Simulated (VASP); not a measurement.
ScSi23O48 (a cell with a defect): single point with PBE

ScSi23O48 (a cell with a defect):

```xyz
72
Lattice="10.0416 0.0000 0.0000 -5.0208 8.6963 0.0000 0.0000 0.0000 11.0185" Properties=species:S:1:pos:R:3 pbc="T T T"
Si   -1.1510    2.1024    1.8790
Si    1.3423    2.3343   -0.0019
Si    2.3172    0.0140    3.5710
Si   -1.1502    2.0225    7.4461
Si    2.3924    0.0616    9.1357
Si   -3.7243    6.3180    1.8382
Si   -1.2433    6.6480   -0.0316
Si   -0.2486    4.5303    3.6428
Si   -3.7373    6.4479    7.3585
Si   -1.3092    6.7285    5.4357
Si   -0.1731    4.3292    9.1758
Si    3.8265    2.0156    1.8406
Si    6.3692    2.2497    0.0295
Si    7.4480   -0.0124    3.6580
Si    4.0454    2.0540    7.3704
Si    6.4801    2.2346    5.5796
Si    7.3291   -0.0603    9.1760
Si    1.2418    6.4864    1.7692
Si    3.7922    6.5771   -0.0016
Si    4.9340    4.2325    3.7261
Si    1.1953    6.3932    7.2882
Si    3.7716    6.5356    5.5074
Si    4.9889    4.3240    9.2465
O    -1.1081    3.2932    2.9835
O     0.6868    4.1118    4.8547
O     0.2731    1.8641    1.1312
O     1.3228    1.1617    4.0326
O     2.7784    2.5942    0.7255
O     3.3511    0.5698    2.4096
O    -1.1896    3.1962    8.6068
O     0.8495    3.7097   10.2926
O     0.3427    1.7385    6.9883
O     1.4728    1.1773    9.8798
O     3.2163    2.6478    6.1545
O     3.4067    0.6918    8.0339
O    -3.5562    7.4526    2.9711
O    -1.7938    8.1587    4.8330
O    -2.3058    6.0874    1.0703
O    -1.2901    5.6798    4.1843
O     0.1958    7.0109    0.6372
O     0.6518    5.1317    2.4117
O    -3.6032    7.6589    8.4349
O    -1.7590    8.0179   10.2975
O    -2.3352    6.1877    6.5856
O    -1.0793    5.4889    9.8621
O     0.1435    6.9222    6.1600
O     0.7029    4.9974    7.9705
O     3.9710    3.1069    3.0466
O     5.9203    3.5879    4.8534
O     5.2825    1.8082    1.1518
O     6.5246    1.0734    4.4321
O     7.8120    2.4896    0.7215
O     8.4265    0.7072    2.5770
O     4.1104    3.1398    8.5970
O     5.9620    3.6770   10.3799
O     5.5637    1.7290    6.8330
O     6.4185    1.0513    9.9439
O     7.9613    2.5318    6.1810
O     8.2293    0.6544    8.0454
O     1.4316    7.6500    2.8914
O     3.3438    7.8940    4.7359
O     2.6780    6.1314    1.0941
O     3.9741    5.3472    4.4177
O     5.2116    6.8310    0.7468
O     5.8289    4.9277    2.5408
O     1.3494    7.5187    8.4707
O     3.3041    7.9337   10.2678
O     2.6410    6.1183    6.5978
O     3.9620    5.3892    9.9212
O     5.1622    6.8431    6.2789
O     5.9069    5.0715    8.1298
Sc    1.4022    2.4328    5.5074
```

```json
{
 "Program": "VASP 6.6.1",
 "Task": "single point",
 "Functional": "PBE",
 "Potentials or basis": "VASP PAW PBE potentials, release 64 (Si, O, Sc_sv)",
 "Cutoff": "520 eV",
 "k mesh": "1 × 1 × 1",
 "Occupations": "gaussian, width 0.01 eV",
 "Spin": "no spin polarisation"
}
```

| Quantity | Value |
| --- | --- |
| Largest force | 0.083 eV/Å |

Forces in eV/Å, atoms in the order of the input:
```
Si   0.016 -0.020 -0.013
Si   0.006  0.012 -0.002
Si   0.028 -0.053 -0.028
Si  -0.054 -0.010  0.031
Si  -0.030  0.004  0.010
Si   0.007 -0.024 -0.012
Si   0.008  0.007 -0.005
Si  -0.043 -0.008 -0.070
Si  -0.006 -0.009  0.003
Si   0.017  0.005  0.026
Si   0.000  0.020  0.013
Si   0.015  0.009 -0.017
Si   0.006  0.007 -0.001
Si  -0.002 -0.010 -0.003
Si   0.019 -0.040  0.071
Si  -0.002  0.015 -0.022
Si  -0.023 -0.006  0.009
Si   0.007  0.004 -0.007
Si   0.004  0.011 -0.002
Si  -0.019  0.002  0.000
Si   0.013 -0.016  0.006
Si   0.006  0.015  0.004
Si   0.000  0.007  0.003
O    0.015  0.018  0.006
O    0.010  0.044  0.031
O   -0.009  0.011  0.002
O   -0.040  0.014 -0.035
O    0.004 -0.014  0.012
O   -0.015 -0.013  0.016
O   -0.003 -0.018 -0.014
O   -0.014 -0.008 -0.010
O    0.037 -0.030  0.029
O    0.017 -0.002  0.001
O    0.036  0.028 -0.030
O    0.004  0.022 -0.005
O    0.023  0.007  0.010
O   -0.014  0.001 -0.013
O   -0.009  0.012  0.001
O   -0.002  0.002 -0.002
O    0.001 -0.010  0.008
O   -0.018 -0.006  0.009
O    0.013 -0.004 -0.006
O   -0.009 -0.006 -0.012
O    0.004  0.012 -0.013
O    0.011  0.001  0.005
O   -0.012 -0.010 -0.002
O   -0.012  0.006  0.003
O    0.008 -0.007 -0.003
O   -0.004 -0.014 -0.002
O   -0.004  0.012  0.000
O    0.006  0.009  0.010
O    0.001 -0.010  0.011
O   -0.010  0.011  0.008
O    0.004 -0.020 -0.010
O   -0.007 -0.004 -0.005
O   -0.002  0.002  0.003
O    0.015  0.000  0.003
O    0.003 -0.007  0.011
O   -0.006  0.023 -0.008
O    0.011 -0.002 -0.003
O   -0.011 -0.011 -0.004
O   -0.004  0.014 -0.002
O    0.015  0.005  0.004
O    0.003 -0.011  0.010
O   -0.007  0.011 -0.001
O    0.011 -0.002 -0.002
O   -0.012 -0.004 -0.006
O   -0.001  0.014 -0.008
O    0.014  0.002  0.002
O   -0.005 -0.014  0.004
O   -0.011  0.009  0.002
Sc   0.004  0.017  0.002
```

Levels at points of the mesh, in eV from the Fermi level:
| k point | band 194 | band 195 | band 196 | band 197 | band 198 | band 199 |
| --- | --- | --- | --- | --- | --- | --- |
| (0.00, 0.00, 0.00) | -0.30 | -0.29 | -0.11 | 4.99 | 6.48 | 6.52 |

Run time: 18 min on 1 thread of Intel Xeon 8259CL, on a shared host, peak memory 0.98 GiB.

Caveat: the k points lie up to 0.72 Å⁻¹ apart; the cell carries a net charge on a neutralising background, which shifts energy and pressure; the cell is charged against a uniform background, so pressure and absolute levels hang on convention.
